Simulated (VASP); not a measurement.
# Rh (P6_3/mmc) in VASP: a series of runs

Runs on Rh. Level: PBE. Tasks: single point.

Everything below comes from runs of VASP 6.6.1. Logs are shortened: lines on timing, memory, paths and dates and some standing lists are left out, and cuts for length are marked.

## Step 1: The cell of the first run

It takes space group P6_3/mmc (No. 194, hexagonal). Conventional cell: a = 2.879 Å, b = 2.879 Å, c = 4.634 Å, α = 90.00°, β = 90.00°, γ = 120.00°. Within 3.8 Å of Rh (site symmetry -6m2) lie 12 Rh at 2.85 to 2.88 Å.

This isn't the form of Rh at room conditions, which is fcc.

## Step 2: Single point, PBE, collinear spin, ferromagnetic start (16.64 Å³/atom)

INCAR

```
ALGO     = Normal         # electronic algorithm
EDIFF    = 1E-6           # SCF threshold, eV
ENCUT    = 500            # plane-wave cutoff, eV
GGA      = PE             # functional
GGA_COMPAT= False        
ISIF     = 2              # what is computed and relaxed
ISMEAR   = 0              # smearing method
ISPIN    = 2              # spin polarisation
LASPH    = True           # aspherical terms in the spheres
LCHARG   = False          # write CHGCAR
LMAXMIX  = 4              # l up to which the mixer works
LORBIT   = 11             # projections on sites
LREAL    = False          # projectors in reciprocal space
LWAVE    = False          # write WAVECAR
MAGMOM   = 0.375 0.375    # initial moments
NBANDS   = 26             # bands
NELM     = 200            # most SCF steps
NUPDOWN  = 0.75           # fixed moment
PREC     = Accurate       # precision mode
SIGMA    = 0.15           # smearing width, eV
```

KPOINTS

```
k-points
0
Gamma
  21 21 12
```

POSCAR

```
Rh
1.0
    2.8794130266      0.0000000000      0.0000000000
   -1.4397065133      2.4936448290      0.0000000000
    0.0000000000      0.0000000000      4.6338326521
Rh
2
Direct
    0.6666666667      0.3333333333      0.7500000000
    0.3333333333      0.6666666667      0.2500000000
```

Potentials or basis: VASP PAW PBE potentials, release 64 (Rh_pv).

Command:

```console
cat potpaw_PBE.64/Rh_pv/POTCAR > POTCAR
mpirun -np 1 vasp_std > vasp.out
```

OUTCAR:

```text
EDIFF = 1E-6
   ENCUT = 500
   GGA = PE
   ISIF = 2
   ISMEAR = 0
   ISPIN = 2
   LASPH = True
   LORBIT = 11
   LREAL = False
   NELM = 200
   NUPDOWN = 0.75
   PREC = Accurate

 ion  position               nearest neighbor table
   1  0.667  0.333  0.750-   2 2.85   2 2.85   2 2.85   2 2.85   2 2.85   2 2.85
   2  0.333  0.667  0.250-   1 2.85   1 2.85   1 2.85   1 2.85   1 2.85   1 2.85

  LATTYP: Found a hexagonal cell.
 ALAT       =     2.8794130266
 C/A-ratio  =     1.6092976622

  Lattice vectors:

 A1 = (   2.8794130266,   0.0000000000,   0.0000000000)
 A2 = (  -1.4397065133,   2.4936448290,   0.0000000000)
 A3 = (   0.0000000000,   0.0000000000,   4.6338326521)

Analysis of symmetry for initial positions (statically):
=====================================================================
 Subroutine PRICEL returns:
 Original cell was already a primitive cell.

 Routine SETGRP: Setting up the symmetry group for a
 hexagonal supercell.

 Subroutine GETGRP returns: Found 24 space group operations
 (whereof 12 operations were pure point group operations)
 out of a pool of 24 trial point group operations.

The static configuration has the point symmetry D_3d.
 The point group associated with its full space group is D_6h.

Analysis of symmetry for dynamics (positions and initial velocities):
=====================================================================
 Subroutine PRICEL returns:
 Original cell was already a primitive cell.

 Routine SETGRP: Setting up the symmetry group for a
 hexagonal supercell.

 Subroutine GETGRP returns: Found 24 space group operations
 (whereof 12 operations were pure point group operations)
 out of a pool of 24 trial point group operations.

The dynamic configuration has the point symmetry D_3d.
 The point group associated with its full space group is D_6h.

Analysis of structural, dynamic, and magnetic symmetry:
=====================================================================
 Subroutine PRICEL returns:
 Original cell was already a primitive cell.

 Routine SETGRP: Setting up the symmetry group for a
 hexagonal supercell.

 Subroutine GETGRP returns: Found 24 space group operations
 (whereof 12 operations were pure point group operations)
 out of a pool of 24 trial point group operations.

The overall configuration has the point symmetry D_3d.
 The point group associated with its full space group is D_6h.

 Subroutine INISYM returns: Found 24 space group operations
 (whereof 12 operations are pure point group operations),
 and found     1 'primitive' translations

----------------------------------------------------------------------------------------

                                     Primitive cell

  volume of cell :      33.2720

  direct lattice vectors                    reciprocal lattice vectors
     2.879413027  0.000000000  0.000000000     0.347293004  0.200509709  0.000000000
    -1.439706513  2.493644829  0.000000000     0.000000000  0.401019419  0.000000000
     0.000000000  0.000000000  4.633832652     0.000000000  0.000000000  0.215804082

  length of vectors
     2.879413027  2.879413027  4.633832652     0.401019419  0.401019419  0.215804082

  position of ions in fractional coordinates (direct lattice)
     0.666666667  0.333333333  0.750000000
     0.333333333  0.666666667  0.250000000

  ion indices of the primitive-cell ions
   primitive index   ion index
                 1           1
                 2           2

----------------------------------------------------------------------------------------

 KPOINTS: k-points

Automatic generation of k-mesh.
 Grid dimensions read from file:
 generate k-points for:   21   21   12

 Generating k-lattice:

  Cartesian coordinates                     Fractional coordinates (reciprocal lattice)
     0.016537762  0.009548081  0.000000000     0.047619048 -0.000000000  0.000000000
     0.000000000  0.019096163  0.000000000     0.000000000  0.047619048  0.000000000
     0.000000000  0.000000000  0.017983673     0.000000000  0.000000000  0.083333333

  Length of vectors
     0.019096163  0.019096163  0.017983673

  Shift w.r.t. Gamma in fractional coordinates (k-lattice)
     0.000000000  0.000000000  0.000000000

 Subroutine IBZKPT returns following result:
 ===========================================

 Found    336 irreducible k-points:

 Following reciprocal coordinates:
            Coordinates               Weight
  0.000000  0.000000  0.000000      1.000000
  0.047619 -0.000000  0.000000      6.000000
  0.095238  0.000000  0.000000      6.000000
  0.142857  0.000000  0.000000      6.000000
  0.190476  0.000000  0.000000      6.000000
  0.238095  0.000000  0.000000      6.000000
[... 16 lines left out ...]
  0.142857  0.095238  0.000000     12.000000
  0.190476  0.095238  0.000000     12.000000
 [... further k-points ...]
   k-points           NKPTS =    336   k-points in BZ     NKDIM =    336   number of bands    NBANDS=     26
   number of dos      NEDOS =    301   number of ions     NIONS =      2
   total plane-waves  NPLWV =  20736
   dimension x,y,z NGX =    24 NGY =   24 NGZ =   36
   dimension x,y,z NGXF=    48 NGYF=   48 NGZF=   72
   ions per type =               2
   NGX,Y,Z   is equivalent  to a cutoff of  13.86, 13.86, 12.92 a.u.
   NGXF,Y,Z  is equivalent  to a cutoff of  27.71, 27.71, 25.83 a.u.
 SYSTEM =  unknown system
   PREC   = accura    normal or accurate (medium, high low for compatibility)
   ISTART =      0    job   : 0-new  1-cont  2-samecut
   ICHARG =      2    charge: 1-file 2-atom 10-const
   ISPIN  =      2    spin polarized calculation?
   LNONCOLLINEAR =      F non collinear calculations
   LSORBIT =      F    spin-orbit coupling
   LASPH  =      T    aspherical Exc in radial PAW
   ENCUT  =  500.0 eV  36.75 Ry    6.06 a.u.   5.25  5.25  8.45*2*pi/ulx,y,z
   NELM   =    200;   NELMIN=  2; NELMDL= -5     # of ELM steps
   EDIFF  = 0.1E-05   stopping-criterion for ELM
   LREAL  =      F    real-space projection
   EDIFFG = 0.1E-04   stopping-criterion for IOM
   NSW    =      0    number of steps for IOM
   IBRION =     -1    ionic relax: 0-MD 1-quasi-New 2-CG
   NFREE  =      0    steps in history (QN), initial steepest desc. (CG)
   ISIF   =      2    stress and relaxation
   ISYM   =      2    0-nonsym 1-usesym 2-fastsym
   POTIM  = 0.5000    time-step for ionic-motion
   TEBEG  =    0.0;   TEEND  =   0.0 temperature during run
   PSTRESS=    0.0 pullay stress
   NELECT =      30.0000    total number of electrons
   NUPDOWN=       0.7500    fix difference up-down
   EMIN   =  10.00;   EMAX   =-10.00  energy-range for DOS
   EFERMI =   0.00;   METHOD = LEGACY
   ISMEAR =     0;   SIGMA  =   0.15  broadening in eV -4-tet -1-fermi 0-gaus
   EFERMI_NEDOS =   21; number of points for ismear=-14 and -15
   IALGO  =     38    algorithm
   IMIX   =      4    mixing-type and parameters
     AMIX     =   0.40;   BMIX     =  1.00
     AMIX_MAG =   1.60;   BMIX_MAG =  1.00
  volume/ion in A,a.u.               =      16.64       112.27
  Fermi-wavevector in a.u.,A,eV,Ry     =   1.581572  2.988738 34.033202  2.501370
  Thomas-Fermi vector in A             =   2.681627
   LORBIT       =     11    0 simple, 1 ext, 2 COOP (PROOUT), +10 PAW based schemes
   GGA     = PE    functional components
   LHFCALC =     F    Hartree Fock is set to
   AEXX    =    0.0000 exact exchange contribution
   IVDW    =     0    specifies the selected vdW correction
   LEPSILON=     F    determine dielectric tensor
   LRPA    =     F    only Hartree local field effects (RPA)
 spin polarized calculation
 Gauss-broadening in eV      SIGMA  =   0.15
  energy-cutoff  :      500.00
  volume of cell :       33.27
 maximum number of plane-waves:       860
 NGX is ok and might be reduce to    24
   NGX = 11   NGY = 11   NGZ = 17

 number of electron      30.0000015 magnetization       0.7500000

 Free energy of the ion-electron system (eV)
  ---------------------------------------------------
  ext. energy  EPLUGINS =         0.00000000
  ---------------------------------------------------
  free energy    TOTEN  =       -13.94803717 eV

  energy without entropy =      -13.89424127  energy(sigma->0) =      -13.92113922

 E-fermi :   8.7680     XC(G=0): -12.8329

 val. band max:        8.8020873413   @ k =   0.2381   0.0000   0.2500
 cond. band min:       8.7692148666   @ k =   0.2381   0.0952   0.0833
 fundamental gap:     -0.0328724747
 Fermi energy:         8.8026643245

 spin component 1

 k-point     1 :       0.0000    0.0000    0.0000
  band No.  band energies     occupation
      1     -37.8506      1.00000
      2     -37.5045      1.00000
      3     -37.5045      1.00000
      4     -37.4666      1.00000
      5     -37.4465      1.00000
      6     -37.4465      1.00000
[... 18 lines left out ...]
     25      29.6385      0.00000
     26      31.2267      0.00000
[... 644 lines left out ...]
      4     -37.5388      1.00000
      5     -37.4999      1.00000
      6     -37.4789      1.00000
[... 18 lines left out ...]
     25      28.9374      0.00000
     26      29.6388      0.00000

 [... further k-points ...]

 spin component 2

 k-point     1 :       0.0000    0.0000    0.0000
  band No.  band energies     occupation
      1     -37.5312      1.00000
      2     -37.1966      1.00000
      3     -37.1966      1.00000
      4     -37.1428      1.00000
      5     -37.1381      1.00000
      6     -37.1381      1.00000
[... 18 lines left out ...]
     25      30.3977      0.00000
     26      31.1379      0.00000
[... 644 lines left out ...]
      4     -37.2313      1.00000
      5     -37.1764      1.00000
      6     -37.1709      1.00000
[... 18 lines left out ...]
     25      28.9856      0.00000
     26      30.1286      0.00000

 [... further k-points ...]
[... 5 lines left out ...]
  --------------------------------------------------------------------------------------
  -------------------------------------------------------------------------------------
  Total       -5.4542625     -5.4542625     -5.6136099      0.0000000      0.0000000      0.0000000
  in kB     -262.6441354   -262.6441354   -270.3173372      0.0000000      0.0000000      0.0000000
  external PRESSURE =    -265.2018694 kB  Pullay stress =       0.0000000 kB

 VOLUME and BASIS-vectors are now :
 -----------------------------------------------------------------------------
  energy-cutoff  :      500.00
  volume of cell :       33.27
      direct lattice vectors                 reciprocal lattice vectors
     2.879413027  0.000000000  0.000000000     0.347293004  0.200509709  0.000000000
    -1.439706513  2.493644829  0.000000000     0.000000000  0.401019419  0.000000000
     0.000000000  0.000000000  4.633832652     0.000000000  0.000000000  0.215804082

 POSITION                                       TOTAL-FORCE (eV/Angst)
 -----------------------------------------------------------------------------------
      1.43971      0.83121      3.47537         0.000000     -0.000000      0.000000
     -0.00000      1.66243      1.15846        -0.000000      0.000000      0.000000
 -----------------------------------------------------------------------------------
    total drift:                                0.000000     -0.000000      0.000000

  FREE ENERGIE OF THE ION-ELECTRON SYSTEM (eV)
  ---------------------------------------------------
  free  energy   TOTEN  =       -13.9480371725 eV

  energy  without entropy=      -13.8942412750  energy(sigma->0) =      -13.92113922

 total charge

# of ion       s       p       d       tot
------------------------------------------
    1        0.338   6.195   6.981  13.514
    2        0.338   6.195   6.981  13.514
--------------------------------------------------
tot          0.676  12.390  13.962  27.028

 magnetization (x)

# of ion       s       p       d       tot
------------------------------------------
    1       -0.001  -0.003   0.386   0.381
    2       -0.001  -0.003   0.386   0.381
--------------------------------------------------
tot         -0.003  -0.005   0.771   0.763
```

Wall time 5.2 min (1 thread of Intel Xeon Platinum 8375C at 2.90GHz (Ice Lake), shared host); peak memory 0.44 GiB.

Results:

```
Free energy                                           : -13.9480 eV
Pressure                                              : -26.5 GPa
Net moment                                            : 0.75 μB per cell
Site moments                                          : Rh +0.38 μB
Valence electrons inside the program's atomic spheres : Rh 13.51
```

Stress tensor (GPa, compression positive):
```
-26.26   0.00   0.00
  0.00 -26.26   0.00
  0.00   0.00 -27.03
```

Caveat: the cell stands under tension; the total moment is fixed, so each spin has its own Fermi level and the state may be an excited one.

## Step 3: Single point, PBE, collinear spin, ferromagnetic start (13.25 Å³/atom)

This run uses another cell than the first one, of 13.25 Å³/atom.

INCAR

```
PREC = Accurate
ENCUT = 500
EDIFF = 1E-6
ISMEAR = 0
SIGMA = 0.15
LREAL = False
LASPH = True
NELM = 200
ALGO = Normal
ISIF = 2
LWAVE = False
LCHARG = True
ISPIN = 2
MAGMOM = 0.5 0.5
LORBIT = 11
NUPDOWN = 1.0
LMAXMIX = 4
GGA = PE
LELF = True
LVHAR = True
NBANDS = 26
GGA_COMPAT = False
```

KPOINTS

```
Automatic mesh
0
Gamma
  21 21 12
```

POSCAR

```
Rh
1.0
    2.6692693142      0.0000000000      0.0000000000
   -1.3346346571      2.3116550356      0.0000000000
    0.0000000000      0.0000000000      4.2956488669
Rh
2
Direct
    0.6666666667      0.3333333333      0.7500000000
    0.3333333333      0.6666666667      0.2500000000
```

Potentials or basis: VASP PAW PBE potentials, release 64 (Rh_pv).

Command:

```console
cat potpaw_PBE.64/Rh_pv/POTCAR > POTCAR
mpirun -np 1 vasp_std > vasp.out
```

It took 7.8 min on 1 thread of Oxide Virtual Turin-like, shared host; peak memory 0.34 GiB.

Results (log left out):

| Quantity | Value |
| --- | --- |
| Free energy | -14.3007 eV |
| Pressure | 20.4 GPa |
| Net moment | 1.00 μB per cell |
| Site moments | Rh +0.50 μB |
| Valence electrons inside the program's atomic spheres | Rh 13.86 |

Stress tensor (GPa, compression positive):
```
20.13  0.00  0.00
 0.00 20.13  0.00
 0.00  0.00 21.02
```

Caveat: the cell stands under pressure; the total moment is fixed, so each spin has its own Fermi level and the state may be an excited one.

(Continued in part 2 of 2.)
